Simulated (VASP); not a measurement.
# MnO (P6_3mc) in VASP: a series of runs, part 2 of 2

VASP 6.6.1.

### 3 Single point, PBE, collinear spin, ferromagnetic start

The input, INCAR:

```
  PREC = Accurate
  ENCUT = 520
  EDIFF = 1E-6
  ISMEAR = 0
  SIGMA = 0.1
  LREAL = F
  LASPH = T
  NELM = 150
  ALGO = Normal
  ISIF = 2
  LWAVE = F
  LCHARG = F
  ISPIN = 2
  MAGMOM = 0.5 0.5 0 0
  LORBIT = 11
  LMAXMIX = 4
  GGA = PE
  NBANDS = 31
```

The input, KPOINTS:

```
regular mesh
0
Gamma
  12 12 8
```

The input, POSCAR:

```
MnO
1.0
    3.3717009293      0.0000000000      0.0000000000
   -1.6858504646      2.9199786587      0.0000000000
    0.0000000000      0.0000000000      5.3855000000
Mn O
2 2
Direct
    0.3333333333      0.6666666667      0.0109600000
    0.6666666667      0.3333333333      0.5109600000
    0.3333333333      0.6666666667      0.3754700000
    0.6666666667      0.3333333333      0.8754700000
```

Potentials or basis: VASP PAW PBE potentials, release 64 (Mn_pv, O).

Started as:

```
$ cat potpaw_PBE.64/Mn_pv/POTCAR potpaw_PBE.64/O/POTCAR > POTCAR
$ mpirun -np 1 vasp_std > vasp.out
```

OUTCAR:

```text
PREC = Accurate
   ENCUT = 520
   EDIFF = 1E-6
   ISMEAR = 0
   LREAL = F
   LASPH = T
   NELM = 150
   ISIF = 2
   ISPIN = 2
   LORBIT = 11
   GGA = PE

 ion  position               nearest neighbor table
   1  0.333  0.667  0.011-   3 1.96   4 2.08   4 2.08   4 2.08
   2  0.667  0.333  0.511-   4 1.96   3 2.08   3 2.08   3 2.08
   3  0.333  0.667  0.375-   1 1.96   2 2.08   2 2.08   2 2.08
   4  0.667  0.333  0.875-   2 1.96   1 2.08   1 2.08   1 2.08

  LATTYP: Found a hexagonal cell.
 ALAT       =     3.3717009293
 C/A-ratio  =     1.5972650342

  Lattice vectors:

 A1 = (   3.3717009293,   0.0000000000,   0.0000000000)
 A2 = (  -1.6858504646,   2.9199786587,   0.0000000000)
 A3 = (   0.0000000000,   0.0000000000,   5.3855000000)

Analysis of symmetry for initial positions (statically):
=====================================================================
 Subroutine PRICEL returns:
 Original cell was already a primitive cell.

 Routine SETGRP: Setting up the symmetry group for a
 hexagonal supercell.

 Subroutine GETGRP returns: Found 12 space group operations
 (whereof  6 operations were pure point group operations)
 out of a pool of 24 trial point group operations.

The static configuration has the point symmetry C_3v.
 The point group associated with its full space group is C_6v.

Analysis of symmetry for dynamics (positions and initial velocities):
=====================================================================
 Subroutine PRICEL returns:
 Original cell was already a primitive cell.

 Routine SETGRP: Setting up the symmetry group for a
 hexagonal supercell.

 Subroutine GETGRP returns: Found 12 space group operations
 (whereof  6 operations were pure point group operations)
 out of a pool of 24 trial point group operations.

The dynamic configuration has the point symmetry C_3v.
 The point group associated with its full space group is C_6v.

Analysis of structural, dynamic, and magnetic symmetry:
=====================================================================
 Subroutine PRICEL returns:
 Original cell was already a primitive cell.

 Routine SETGRP: Setting up the symmetry group for a
 hexagonal supercell.

 Subroutine GETGRP returns: Found 12 space group operations
 (whereof  6 operations were pure point group operations)
 out of a pool of 24 trial point group operations.

The overall configuration has the point symmetry C_3v.
 The point group associated with its full space group is C_6v.

 Subroutine INISYM returns: Found 12 space group operations
 (whereof  6 operations are pure point group operations),
 and found     1 'primitive' translations

----------------------------------------------------------------------------------------

                                     Primitive cell

  volume of cell :      53.0218

  direct lattice vectors                    reciprocal lattice vectors
     3.371700929  0.000000000  0.000000000     0.296586210  0.171234128  0.000000000
    -1.685850465  2.919978659  0.000000000     0.000000000  0.342468256  0.000000000
     0.000000000  0.000000000  5.385500000     0.000000000  0.000000000  0.185683781

  length of vectors
     3.371700929  3.371700929  5.385500000     0.342468256  0.342468256  0.185683781

[... 83 lines left out ...]
   NELM   =    150;   NELMIN=  2; NELMDL= -5     # of ELM steps
   EDIFF  = 0.1E-05   stopping-criterion for ELM
   LREAL  =      F    real-space projection
   EDIFFG = 0.1E-04   stopping-criterion for IOM
   NSW    =      0    number of steps for IOM
   IBRION =     -1    ionic relax: 0-MD 1-quasi-New 2-CG
   NFREE  =      0    steps in history (QN), initial steepest desc. (CG)
   ISIF   =      2    stress and relaxation
   ISYM   =      2    0-nonsym 1-usesym 2-fastsym
   POTIM  = 0.5000    time-step for ionic-motion
   TEBEG  =    0.0;   TEEND  =   0.0 temperature during run
   PSTRESS=    0.0 pullay stress
   NELECT =      38.0000    total number of electrons
   NUPDOWN=      -1.0000    fix difference up-down
   EMIN   =  10.00;   EMAX   =-10.00  energy-range for DOS
   EFERMI =   0.00;   METHOD = LEGACY
   ISMEAR =     0;   SIGMA  =   0.10  broadening in eV -4-tet -1-fermi 0-gaus
   EFERMI_NEDOS =   21; number of points for ismear=-14 and -15
   IALGO  =     38    algorithm
   IMIX   =      4    mixing-type and parameters
     AMIX     =   0.40;   BMIX     =  1.00
     AMIX_MAG =   1.60;   BMIX_MAG =  1.00
  volume/ion in A,a.u.               =      13.26        89.45
  Fermi-wavevector in a.u.,A,eV,Ry     =   1.465045  2.768535 29.202978  2.146358
  Thomas-Fermi vector in A             =   2.580949
   LORBIT       =     11    0 simple, 1 ext, 2 COOP (PROOUT), +10 PAW based schemes
   GGA     = PE    functional components
   LHFCALC =     F    Hartree Fock is set to
   AEXX    =    0.0000 exact exchange contribution
   IVDW    =     0    specifies the selected vdW correction
   LEPSILON=     F    determine dielectric tensor
   LRPA    =     F    only Hartree local field effects (RPA)
 spin polarized calculation
 Gauss-broadening in eV      SIGMA  =   0.10
  energy-cutoff  :      520.00
  volume of cell :       53.02
 maximum number of plane-waves:      1448
 NGX is ok and might be reduce to    28
   NGX = 13   NGY = 13   NGZ = 21

 number of electron      38.0000000 magnetization       0.0825588

 number of electron      37.9999998 magnetization      -1.9352117

 Free energy of the ion-electron system (eV)
  ---------------------------------------------------
  ext. energy  EPLUGINS =         0.00000000
  ---------------------------------------------------
  free energy    TOTEN  =       -29.47565944 eV

  energy without entropy =      -29.44349909  energy(sigma->0) =      -29.45957927

 E-fermi :   5.3071     XC(G=0): -10.7254

 val. band max:        5.2957652287   @ k =   0.2500   0.0000   0.2500
 cond. band min:       5.3163606530   @ k =   0.3333   0.1667   0.5000
 fundamental gap:      0.0205954243
 Fermi energy:         5.3070986029

 spin component 1

 k-point     1 :       0.0000    0.0000    0.0000
  band No.  band energies     occupation
      1     -42.5802      1.00000
      2     -42.5373      1.00000
      3     -42.0362      1.00000
      4     -42.0362      1.00000
      5     -42.0292      1.00000
      6     -42.0292      1.00000
[... 805 lines left out ...]
     30      17.1003      0.00000
     31      17.9271      0.00000

 [... further k-points ...]

 spin component 2

 k-point     1 :       0.0000    0.0000    0.0000
  band No.  band energies     occupation
      1     -43.2593      1.00000
      2     -43.2593      1.00000
      3     -43.2530      1.00000
      4     -43.2530      1.00000
      5     -43.0785      1.00000
      6     -43.0370      1.00000
[... 805 lines left out ...]
     30      16.7083      0.00000
     31      17.5842      0.00000

 [... further k-points ...]

------------------------ aborting loop because EDIFF is reached ----------------------------------------

  FORCE on cell =-STRESS in cart. coord.  units (eV):
  Direction    XX          YY          ZZ          XY          YZ          ZX
  --------------------------------------------------------------------------------------
  -------------------------------------------------------------------------------------
  Total       -7.1170314     -7.1170314     -6.1588040     -0.0000000     -0.0000000      0.0000000
  in kB     -215.0575593   -215.0575593   -186.1025026     -0.0000000     -0.0000000      0.0000000
  external PRESSURE =    -205.4058737 kB  Pullay stress =       0.0000000 kB

 VOLUME and BASIS-vectors are now :
 -----------------------------------------------------------------------------
  energy-cutoff  :      520.00
  volume of cell :       53.02
      direct lattice vectors                 reciprocal lattice vectors
     3.371700929  0.000000000  0.000000000     0.296586210  0.171234128  0.000000000
    -1.685850465  2.919978659  0.000000000     0.000000000  0.342468256  0.000000000
     0.000000000  0.000000000  5.385500000     0.000000000  0.000000000  0.185683781

 POSITION                                       TOTAL-FORCE (eV/Angst)
 -----------------------------------------------------------------------------------
     -0.00000      1.94665      0.05903        -0.000000      0.000000     -0.249798
      1.68585      0.97333      2.75178         0.000000     -0.000000     -0.249798
     -0.00000      1.94665      2.02209         0.000000      0.000000      0.249798
      1.68585      0.97333      4.71484        -0.000000     -0.000000      0.249798
 -----------------------------------------------------------------------------------
    total drift:                               -0.000000     -0.000000      0.000812

  FREE ENERGIE OF THE ION-ELECTRON SYSTEM (eV)
  ---------------------------------------------------
  free  energy   TOTEN  =       -29.4756594422 eV

  energy  without entropy=      -29.4434990907  energy(sigma->0) =      -29.45957927

 total charge

# of ion       s       p       d       tot
------------------------------------------
    1        0.219   6.188   5.092  11.498
    2        0.219   6.188   5.092  11.498
    3        1.558   3.371   0.000   4.929
    4        1.558   3.371   0.000   4.929
--------------------------------------------------
tot          3.554  19.117  10.183  32.855

 magnetization (x)

# of ion       s       p       d       tot
------------------------------------------
    1       -0.009  -0.019  -0.851  -0.879
    2       -0.009  -0.019  -0.851  -0.879
    3       -0.010   0.048   0.000   0.037
    4       -0.010   0.048   0.000   0.037
--------------------------------------------------
tot         -0.039   0.058  -1.703  -1.684
```

Wall time 12 min (1 thread of Intel Xeon Platinum 8259CL at 2.50GHz (Skylake/Cascade Lake), shared host); peak memory 0.35 GiB.

What came out:

```
Free energy                                           : -29.4757 eV
Pressure                                              : -20.5 GPa
Largest force                                         : 0.250 eV/Å
Net moment                                            : -1.94 μB per cell
Site moments                                          : Mn -0.88; O +0.04 μB
Valence electrons inside the program's atomic spheres : Mn 11.50; O 4.93
```

Forces on the atoms (eV/Å):
```
Mn   0.000  0.000 -0.250
Mn   0.000  0.000 -0.250
O    0.000  0.000  0.250
O    0.000  0.000  0.250
```

Levels at points of the mesh, in eV from the Fermi level:
Spin up:
```csv
k point,band 16,band 17,band 18,band 19,band 20,band 21
"(0.00, 0.00, 0.00)",-0.82,-0.29,-0.29,-0.20,0.24,1.53
"(0.50, 0.00, 0.00)",-0.70,-0.19,-0.16,0.41,0.46,0.94
"(0.00, 0.00, 0.50)",-0.48,-0.48,-0.48,0.96,0.96,1.89
"(0.50, 0.00, 0.50)",-0.37,-0.14,-0.14,0.25,0.25,1.38
```
Spin down:
```tsv
k point	band 17	band 18	band 19	band 20	band 21	band 22	band 23	band 24
(0.00, 0.00, 0.00)	-0.82	-0.68	-0.24	-0.24	0.32	0.32	1.08	1.24
(0.50, 0.00, 0.00)	-1.00	-0.87	-0.54	-0.54	0.06	0.13	0.74	0.83
(0.00, 0.00, 0.50)	-0.45	-0.45	-0.27	-0.27	0.72	0.72	0.72	0.72
(0.50, 0.00, 0.50)	-0.53	-0.53	-0.25	-0.25	0.07	0.07	0.42	0.42
```

Caveat: semilocal functionals often make such compounds metallic where correlation or magnetic order opens a gap, which also shifts bond lengths; only a ferromagnetic start was run, and an antiferromagnetic order may lie lower in energy. With open d or f shells a metallic result of PBE can be an artefact of self-interaction; +U or a hybrid may open a gap.

### 4 Single point, PBE

The input, INCAR:

```
SYSTEM = MnO
  PREC = Accurate
  ENCUT = 520
  EDIFF = 1E-6
  ISMEAR = 0
  SIGMA = 0.1
  LREAL = .FALSE.
  LASPH = .TRUE.
  NELM = 60
  ALGO = Normal
  ISIF = 2
  LWAVE = .FALSE.
  LCHARG = .FALSE.
  GGA = PE
  NBANDS = 27
```

The input, KPOINTS:

```
Automatic mesh
0
G
  12 12 8
  0 0 0
```

POSCAR is that of step 3.

Started as:

```
$ cat potpaw_PBE.64/Mn_pv/POTCAR potpaw_PBE.64/O/POTCAR > POTCAR
$ mpirun -np 1 vasp_std > vasp.out
```

It took 52 s on 1 thread of Intel Xeon 6975P-C (Granite Rapids), shared host; peak memory 0.24 GiB.

The run converged. Its results:

```
Free energy            : -29.4440 eV
Pressure               : -28.8 GPa
Largest force          : 0.261 eV/Å
Band gap on the k mesh : zero (band 19 reaches 5.59 eV, above the bottom of band 20 at 4.92 eV)
```

Forces in eV/Å, atoms in the order of the input:
```
Mn   0.000  0.000 -0.261
Mn   0.000  0.000 -0.261
O    0.000  0.000  0.261
O    0.000  0.000  0.261
```

Stress tensor (GPa, compression positive):
```
-31.36   0.00   0.00
  0.00 -31.36   0.00
  0.00   0.00 -23.52
```

Levels at points of the mesh, in eV from the Fermi level:
```tsv
k point	band 15	band 16	band 17	band 18	band 19	band 20	band 21	band 22	band 23	band 24
(0.00, 0.00, 0.00)	-0.78	-0.78	-0.55	-0.33	-0.21	-0.21	0.85	0.85	1.67	1.73
(0.50, 0.00, 0.00)	-1.09	-0.97	-0.29	-0.26	-0.22	-0.04	0.23	0.39	1.09	1.10
(0.00, 0.00, 0.50)	-0.42	-0.42	-0.42	-0.42	0.36	0.36	1.23	1.23	1.23	1.23
(0.50, 0.00, 0.50)	-0.57	-0.57	-0.19	-0.19	-0.17	-0.17	0.66	0.66	0.72	0.72
```

Caveat: the run has no spin polarisation, though such a crystal can be magnetic; semilocal functionals often make such compounds metallic where correlation or magnetic order opens a gap, which also shifts bond lengths.
